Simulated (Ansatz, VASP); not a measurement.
## KF: VASP beside Ansatz

INCAR

```
  ALGO = Normal
  EDIFF = 1E-6
  ENCUT = 520
  GGA = PE
  ISIF = 2
  ISMEAR = 0
  LASPH = T
  LCHARG = T
  LELF = T
  LREAL = F
  LVHAR = T
  LWAVE = F
  NBANDS = 15
  NELM = 60
  PREC = Accurate
  SIGMA = 0.02
```

Contents of KPOINTS:

```
k-points
0
Gamma
  8 8 8
```

File POSCAR:

```
KF
1.0
    0.1421767300      2.6943800350      2.6258314950
    2.8849203800      0.0799376500      2.6880705750
    3.0635636500      2.9352623850     -0.0987056200
K F
1 1
Direct
    0.0000000000      0.0000000000      0.0000000000
    0.5000000000      0.5000000000      0.5000000000
```

Input for Ansatz:

```yaml
crystal:
  lattice:
    - [0.14217673, 2.694380035, 2.625831495]
    - [2.88492038, 0.07993765, 2.688070575]
    - [3.06356365, 2.935262385, -0.09870562]
  atoms:
    - { symbol: K, position: [0.0, 0.0, 0.0] }
    - { symbol: F, position: [0.5, 0.5, 0.5] }
basis:
  ecutwfc: 420
kpoints:
  mp_grid: { grid: [8, 8, 8] }
hamiltonian:
  xc: pbe
scf:
  occupations: { method: gaussian, width: 0.02 }
output:
  forces: true
  stress: true
  eigenvalues: true
```

Alike in both runs: task single point; functional PBE; k mesh 8 × 8 × 8; occupations gaussian, width 0.02 eV; no spin polarisation.

|  | VASP | Ansatz |
| --- | --- | --- |
| version | VASP 6.6.1 | Ansatz 0.2.0 |
| potentials or method | VASP PAW PBE potentials, release 64 (K_sv, F), cutoff 520 eV | scalar-relativistic, plane waves, PAW |
| valence electrons in the cell | 16 | 16 |

|  | VASP | Ansatz | Ansatz less VASP |
| --- | --- | --- | --- |
| gap on the k mesh at the Fermi level (eV) | 5.41 | 5.42 | +0.014 |
| least direct gap on the mesh (eV) | 5.41 | 5.42 | +0.014 |
| pressure (GPa) | -2.0 | -1.9 | +0.03 |
| traceless stress, the component that is largest in VASP (GPa) | -1.49 | -1.50 | -0.011 |
